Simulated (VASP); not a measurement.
# NbP (I4_1md) in VASP: single point with r2SCAN

Aim: the single point of NbP with r2SCAN.

All numbers are computed with VASP 6.6.1; they aren't measurements. Logs are shortened: lines on timing, memory, paths and dates and some standing lists are left out, and cuts for length are marked.

**1. The cell of the first run**

Symmetry: I4_1md, No. 109, tetragonal system. Conventional cell: a = 3.350 Å, b = 3.350 Å, c = 11.480 Å, α = 90.00°, β = 90.00°, γ = 90.00°. Within 3.4 Å of Nb (site symmetry 2mm) lie 6 P at 2.55 Å and 8 Nb at 3.32 to 3.35 Å. P (site symmetry 2mm) has 6 Nb at 2.55 Å and 8 P at 3.32 to 3.35 Å within 3.4 Å.

**2. Single point, r2SCAN**

Input file POSCAR:

```
NbP
1.0
   -1.6749232544      1.6749232544      5.7401081759
    1.6749232544     -1.6749232544      5.7401081759
    1.6749232544      1.6749232544     -5.7401081759
Nb P
2 2
Direct
    0.7498808000      0.7498808000      0.0000000000
    0.4998808000      0.9998808000      0.5000000000
    0.3327477700      0.3327477700      0.0000000000
    0.0827477800      0.5827477800      0.5000000000
```

Input file INCAR.step1:

```
SYSTEM = NbP
ALGO = Normal
EDIFF = 1E-4
ENCUT = 520
GGA = PE
ISMEAR = 0
LASPH = .TRUE.
LCHARG = .FALSE.
LREAL = .FALSE.
LWAVE = .TRUE.
NBANDS = 26
NELM = 60
PREC = Accurate
SIGMA = 0.1
```

Input file INCAR.step2:

```
SYSTEM = NbP
ALGO = Normal
EDIFF = 1E-7
ENCUT = 520
ISIF = 2
ISMEAR = 0
ISTART = 1
LASPH = .TRUE.
LCHARG = .FALSE.
LMIXTAU = .TRUE.
LREAL = .FALSE.
LWAVE = .FALSE.
METAGGA = R2SCAN
NBANDS = 26
NELM = 60
PREC = Accurate
SIGMA = 0.1
```

Input file KPOINTS:

```
k-points
0
G
  8 8 8
  0 0 0
```

Potentials or basis: VASP PAW PBE potentials, release 64 (Nb_sv, P).

Run with:

```console
$ cat potpaw_PBE.64/Nb_sv/POTCAR potpaw_PBE.64/P/POTCAR > POTCAR
$ cp INCAR.step1 INCAR
$ mpirun -np 1 vasp_std > vasp.out
$ cp INCAR.step2 INCAR
$ mpirun -np 1 vasp_std > vasp.out
```

OUTCAR:

```text
SYSTEM = NbP
   EDIFF = 1E-7
   ENCUT = 520
   ISIF = 2
   ISMEAR = 0
   ISTART = 1
   LASPH = .TRUE.
   LREAL = .FALSE.
   METAGGA = R2SCAN
   NELM = 60
   PREC = Accurate

 ion  position               nearest neighbor table
   1  0.750  0.750  0.000-   4 2.55   4 2.55   3 2.55   3 2.55   3 2.55   3 2.55
   2  0.500  1.000  0.500-   3 2.55   3 2.55   4 2.55   4 2.55   4 2.55   4 2.55
   3  0.333  0.333  0.000-   2 2.55   2 2.55   1 2.55   1 2.55   1 2.55   1 2.55
   4  0.083  0.583  0.500-   1 2.55   1 2.55   2 2.55   2 2.55   2 2.55   2 2.55

  LATTYP: Found a body centered tetragonal cell.
 ALAT       =     3.3498465088
 C/A-ratio  =     3.4270872775

  Lattice vectors:

 A1 = (  -1.6749232544,   1.6749232544,   5.7401081759)
 A2 = (   1.6749232544,  -1.6749232544,   5.7401081759)
 A3 = (   1.6749232544,   1.6749232544,  -5.7401081759)

Analysis of symmetry for initial positions (statically):
=====================================================================
 Subroutine PRICEL returns:
 Original cell was already a primitive cell.

 Routine SETGRP: Setting up the symmetry group for a
 body centered tetragonal supercell.

 Subroutine GETGRP returns: Found  8 space group operations
 (whereof  4 operations were pure point group operations)
 out of a pool of 16 trial point group operations.

The static configuration has the point symmetry C_2v.
 The point group associated with its full space group is C_4v.

Analysis of symmetry for dynamics (positions and initial velocities):
=====================================================================
 Subroutine PRICEL returns:
 Original cell was already a primitive cell.

 Routine SETGRP: Setting up the symmetry group for a
 body centered tetragonal supercell.

 Subroutine GETGRP returns: Found  8 space group operations
 (whereof  4 operations were pure point group operations)
 out of a pool of 16 trial point group operations.

The dynamic configuration has the point symmetry C_2v.
 The point group associated with its full space group is C_4v.

 Subroutine INISYM returns: Found  8 space group operations
 (whereof  4 operations are pure point group operations),
 and found     1 'primitive' translations

----------------------------------------------------------------------------------------

                                     Primitive cell

  volume of cell :      64.4125

  direct lattice vectors                    reciprocal lattice vectors
    -1.674923254  1.674923254  5.740108176     0.000000000  0.298521140  0.087106372
     1.674923254 -1.674923254  5.740108176     0.298521140  0.000000000  0.087106372
     1.674923254  1.674923254 -5.740108176     0.298521140  0.298521140  0.000000000

  length of vectors
     6.209635874  6.209635874  6.209635874     0.310970081  0.310970081  0.422172645

  position of ions in fractional coordinates (direct lattice)
     0.749880800  0.749880800  0.000000000
     0.499880800  0.999880800  0.500000000
     0.332747770  0.332747770  0.000000000
     0.082747780  0.582747780  0.500000000

  ion indices of the primitive-cell ions
   primitive index   ion index
                 1           1
                 2           2
                 3           3
                 4           4

----------------------------------------------------------------------------------------

 KPOINTS: k-points

Automatic generation of k-mesh.
 Grid dimensions read from file:
 generate k-points for:    8    8    8

 Generating k-lattice:

  Cartesian coordinates                     Fractional coordinates (reciprocal lattice)
     0.000000000  0.037315143  0.010888297     0.125000000  0.000000000 -0.000000000
     0.037315143  0.000000000  0.010888297     0.000000000  0.125000000 -0.000000000
     0.037315143  0.037315143  0.000000000     0.000000000  0.000000000  0.125000000

  Length of vectors
     0.038871260  0.038871260  0.052771581

  Shift w.r.t. Gamma in fractional coordinates (k-lattice)
     0.000000000  0.000000000  0.000000000

 Subroutine IBZKPT returns following result:
 ===========================================

 Found     59 irreducible k-points:

 Following reciprocal coordinates:
            Coordinates               Weight
  0.000000  0.000000  0.000000      1.000000
  0.125000 -0.000000  0.000000      8.000000
  0.250000 -0.000000  0.000000      8.000000
  0.375000  0.000000  0.000000      8.000000
  0.500000 -0.000000  0.000000      4.000000
  0.125000  0.125000  0.000000      8.000000
[... 16 lines left out ...]
  0.250000  0.125000  0.125000     16.000000
  0.375000  0.125000  0.125000      8.000000
 [... further k-points ...]
   k-points           NKPTS =     59   k-points in BZ     NKDIM =     59   number of bands    NBANDS=     26
   number of dos      NEDOS =    301   number of ions     NIONS =      4
   total plane-waves  NPLWV = 110592
   dimension x,y,z NGX =    48 NGY =   48 NGZ =   48
   dimension x,y,z NGXF=    96 NGYF=   96 NGZF=   96
   ions per type =               2   2
   NGX,Y,Z   is equivalent  to a cutoff of  12.85, 12.85, 12.85 a.u.
   NGXF,Y,Z  is equivalent  to a cutoff of  25.70, 25.70, 25.70 a.u.
 SYSTEM =  NbP
   PREC   = accura    normal or accurate (medium, high low for compatibility)
   ISTART =      1    job   : 0-new  1-cont  2-samecut
   ICHARG =      0    charge: 1-file 2-atom 10-const
   ISPIN  =      1    spin polarized calculation?
   LNONCOLLINEAR =      F non collinear calculations
   LSORBIT =      F    spin-orbit coupling
   LASPH  =      T    aspherical Exc in radial PAW
   ENCUT  =  520.0 eV  38.22 Ry    6.18 a.u.  11.55 11.55 11.55*2*pi/ulx,y,z
   NELM   =     60;   NELMIN=  2; NELMDL=  0     # of ELM steps
   EDIFF  = 0.1E-06   stopping-criterion for ELM
   LREAL  =      F    real-space projection
   EDIFFG = 0.1E-05   stopping-criterion for IOM
   NSW    =      0    number of steps for IOM
   IBRION =     -1    ionic relax: 0-MD 1-quasi-New 2-CG
   NFREE  =      0    steps in history (QN), initial steepest desc. (CG)
   ISIF   =      2    stress and relaxation
   ISYM   =      2    0-nonsym 1-usesym 2-fastsym
   POTIM  = 0.5000    time-step for ionic-motion
   TEBEG  =    0.0;   TEEND  =   0.0 temperature during run
   PSTRESS=    0.0 pullay stress
   NELECT =      36.0000    total number of electrons
   NUPDOWN=      -1.0000    fix difference up-down
   EMIN   =  10.00;   EMAX   =-10.00  energy-range for DOS
   EFERMI =   0.00;   METHOD = LEGACY
   ISMEAR =     0;   SIGMA  =   0.10  broadening in eV -4-tet -1-fermi 0-gaus
   EFERMI_NEDOS =   21; number of points for ismear=-14 and -15
   IALGO  =     38    algorithm
   IMIX   =      4    mixing-type and parameters
     AMIX     =   0.40;   BMIX     =  1.00
     AMIX_MAG =   1.60;   BMIX_MAG =  1.00
  volume/ion in A,a.u.               =      16.10       108.67
  Fermi-wavevector in a.u.,A,eV,Ry     =   1.348504  2.548304 24.741706  1.818464
  Thomas-Fermi vector in A             =   2.476168
   LORBIT       =      0    0 simple, 1 ext, 2 COOP (PROOUT), +10 PAW based schemes
   METAGGA = R2SCAN    functional components
   LHFCALC =     F    Hartree Fock is set to
   AEXX    =    0.0000 exact exchange contribution
   IVDW    =     0    specifies the selected vdW correction
   LEPSILON=     F    determine dielectric tensor
   LRPA    =     F    only Hartree local field effects (RPA)
 non-spin polarized calculation
 Gauss-broadening in eV      SIGMA  =   0.10
  energy-cutoff  :      520.00
  volume of cell :       64.41
 maximum number of plane-waves:      1752
 NGX is ok and might be reduce to    48
   NGX = 23   NGY = 23   NGZ = 23

 number of electron      35.9999999 magnetization

 Free energy of the ion-electron system (eV)
  ---------------------------------------------------
  ext. energy  EPLUGINS =         0.00000000
  ---------------------------------------------------
  free energy    TOTEN  =       -72.04242365 eV

  energy without entropy =      -72.03846600  energy(sigma->0) =      -72.04044482

 E-fermi :  10.5874     XC(G=0): -12.8379

 val. band max:       10.5589971639   @ k =  -0.2500   0.2500   0.2500
 cond. band min:      10.5987303684   @ k =  -0.2500   0.5000   0.2500
 fundamental gap:      0.0397332045
 Fermi energy:        10.5874260892

 k-point     1 :       0.0000    0.0000    0.0000
  band No.  band energies     occupation
      1     -46.2442      2.00000
      2     -46.2032      2.00000
      3     -21.8093      2.00000
      4     -21.5909      2.00000
      5     -21.5909      2.00000
      6     -21.4456      2.00000
[... 18 lines left out ...]
     25      14.8493      0.00000
     26      14.8493      0.00000

 k-point     2 :       0.1250   -0.0000    0.0000
  band No.  band energies     occupation
      1     -46.2402      2.00000
      2     -46.2017      2.00000
      3     -21.7945      2.00000
      4     -21.6336      2.00000
      5     -21.5874      2.00000
      6     -21.4881      2.00000
[... 18 lines left out ...]
     25      15.0400      0.00000
     26      15.5491      0.00000

 k-point     3 :       0.2500   -0.0000    0.0000
  band No.  band energies     occupation
      1     -46.2303      2.00000
      2     -46.1982      2.00000
      3     -21.7816      2.00000
      4     -21.7115      2.00000
      5     -21.5799      2.00000
      6     -21.5788      2.00000
[... 18 lines left out ...]
     25      15.5598      0.00000
     26      16.7136      0.00000

 k-point     4 :       0.3750    0.0000    0.0000
  band No.  band energies     occupation
      1     -46.2196      2.00000
      2     -46.1955      2.00000
      3     -21.8605      2.00000
      4     -21.7186      2.00000
      5     -21.6362      2.00000
      6     -21.5702      2.00000
[... 18 lines left out ...]
     25      15.2769      0.00000
     26      17.1645      0.00000
[... 496 lines left out ...]
      1     -46.2181      2.00000
      2     -46.1918      2.00000
      3     -21.7578      2.00000
      4     -21.7338      2.00000
      5     -21.6662      2.00000
      6     -21.5746      2.00000
[... 18 lines left out ...]
     25      15.4341      0.00000
     26      16.5139      0.00000

 k-point    23 :       0.2500    0.1250    0.1250
  band No.  band energies     occupation
      1     -46.2076      2.00000
      2     -46.1891      2.00000
      3     -21.8351      2.00000
      4     -21.7305      2.00000
      5     -21.6736      2.00000
      6     -21.6132      2.00000
[... 18 lines left out ...]
     25      15.6796      0.00000
     26      16.7407      0.00000

 k-point    24 :       0.3750    0.1250    0.1250
  band No.  band energies     occupation
      1     -46.2026      2.00000
      2     -46.1886      2.00000
      3     -21.8747      2.00000
      4     -21.7313      2.00000
      5     -21.6939      2.00000
      6     -21.6006      2.00000
[... 18 lines left out ...]
     25      15.5560      0.00000
     26      16.8464      0.00000

 [... further k-points ...]

------------------------ aborting loop because EDIFF is reached ----------------------------------------

  FORCE on cell =-STRESS in cart. coord.  units (eV):
  Direction    XX          YY          ZZ          XY          YZ          ZX
  --------------------------------------------------------------------------------------
  -------------------------------------------------------------------------------------
  Total       -0.9051597     -0.9051597     -0.5872594      0.0000000      0.0000000      0.0000000
  in kB      -22.5146866    -22.5146866    -14.6073238      0.0000000      0.0000000      0.0000000
  external PRESSURE =     -19.8788990 kB  Pullay stress =       0.0000000 kB

 VOLUME and BASIS-vectors are now :
 -----------------------------------------------------------------------------
  energy-cutoff  :      520.00
  volume of cell :       64.41
      direct lattice vectors                 reciprocal lattice vectors
    -1.674923254  1.674923254  5.740108176     0.000000000  0.298521140  0.087106372
     1.674923254 -1.674923254  5.740108176     0.298521140  0.000000000  0.087106372
     1.674923254  1.674923254 -5.740108176     0.298521140  0.298521140  0.000000000

 POSITION                                       TOTAL-FORCE (eV/Angst)
 -----------------------------------------------------------------------------------
      0.00000      0.00000      8.60879         0.000000      0.000000     -0.001201
      1.67492      0.00000      5.73874         0.000000      0.000000     -0.001201
      0.00000      0.00000      3.82002        -0.000000     -0.000000      0.001201
      1.67492      0.00000      0.94996        -0.000000     -0.000000      0.001201
 -----------------------------------------------------------------------------------
    total drift:                                0.000000      0.000000      0.000253

  FREE ENERGIE OF THE ION-ELECTRON SYSTEM (eV)
  ---------------------------------------------------
  free  energy   TOTEN  =       -72.0424236480 eV

  energy  without entropy=      -72.0384659967  energy(sigma->0) =      -72.04044482
```

It took 21 min on 1 thread of AMD EPYC 7R43 (Zen 3), shared host; peak memory 0.36 GiB.

Results:

- Free energy: -72.0424 eV
- Pressure: -2.0 GPa
- Band gap on the k mesh: zero (band 18 reaches 10.60 eV, above the bottom of band 19 at 10.56 eV)

Caveat: the PAW data sets were made with another functional, which shifts forces and pressure a little.
